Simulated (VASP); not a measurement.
In: single point with r2SCAN

Crystal: In.

```
CELL_PARAMETERS angstrom
3.20732 0.00000 0.00000
-1.60366 2.77762 0.00000
0.00000 0.00000 5.22122
ATOMIC_POSITIONS crystal
In 0.33333 0.66667 0.25000
In 0.66667 0.33333 0.75000
```

This cell differs from its parent crystal: volume scaled by 0.88.

```yaml
Program: VASP 6.6.1
Task: single point
Functional: r2SCAN
Potentials_or_basis: VASP PAW PBE potentials, release 64 (In_d)
Cutoff: 520 eV
k_mesh: 12 × 12 × 7
Occupations: fermi-dirac, width 0.1 eV
Spin: no spin polarisation
Dipole_correction: no
Further_INCAR_settings: ALGO = Normal; EDIFF = 1e-06; NBANDS = 20
```

```json
{
 "Pressure": "7.4 GPa",
 "Band gap on the k mesh": "zero (band 13 reaches 12.19 eV, above the bottom of band 14 at 6.29 eV)"
}
```

Stress tensor (GPa, compression positive):
```
7.62 0.00 0.00
0.00 7.62 0.00
0.00 0.00 6.97
```

Levels at points of the mesh, in eV from the Fermi level:
| k point | band 10 | band 11 | band 12 | band 13 | band 14 | band 15 | band 16 | band 17 |
| --- | --- | --- | --- | --- | --- | --- | --- | --- |
| (0.00, 0.00, 0.00) | -15.00 | -11.00 | -4.55 | -4.21 | 9.61 | 9.61 | 11.69 | 11.69 |
| (0.50, 0.00, 0.00) | -14.94 | -5.43 | -4.90 | 0.44 | 0.76 | 0.79 | 3.20 | 4.44 |

Run time: 2.7 min on 1 thread of Intel Xeon 6975P-C, with other jobs on the host, peak memory 0.2 GiB.

Caveat: the PAW data sets were made with another functional, which shifts forces and pressure a little; spin-orbit coupling is left out, which moves the levels of the heavy elements.
